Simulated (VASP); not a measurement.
Runs of VASP 6.6.1 on AlNi3. The structure is that of space group Fm-3m (No. 225), or close to it. The cells are those of the table. 

```csv
fixed moment (μB),cell,pressure (GPa),moment (μB)
1.125,"a = 4.065 Å, angles 60.0°, 4 atoms",-17.8,1.12
1.875,"a = 4.065 Å, angles 60.0°, 4 atoms",(b),1.87
2.625,"a = 3.991 Å, angles 60.0°, 4 atoms",(a),2.62
1.875,"a = 4.136 Å, angles 60.0°, 4 atoms",-22.2,1.88
2.625,"a = 4.136 Å, angles 60.0°, 4 atoms",-20.5,2.62
1.125,"a = 3.991 Å, angles 60.0°, 4 atoms",-9.8,1.12
```

Alike in all rows: task single point; level LDA; potentials or basis VASP PAW LDA potentials, release 64 (Al, Ni); spin collinear, ferromagnetic start; k mesh 14 × 14 × 14; cutoff (eV) 520; smearing gaussian 0.15 eV.

**Question.** Estimate the missing entries.

**Answer.** (a) -5.8; (b) -16.4.

Caveats: the cell stands under tension; the total moment is fixed, so each spin has its own Fermi level and the state may be an excited one.
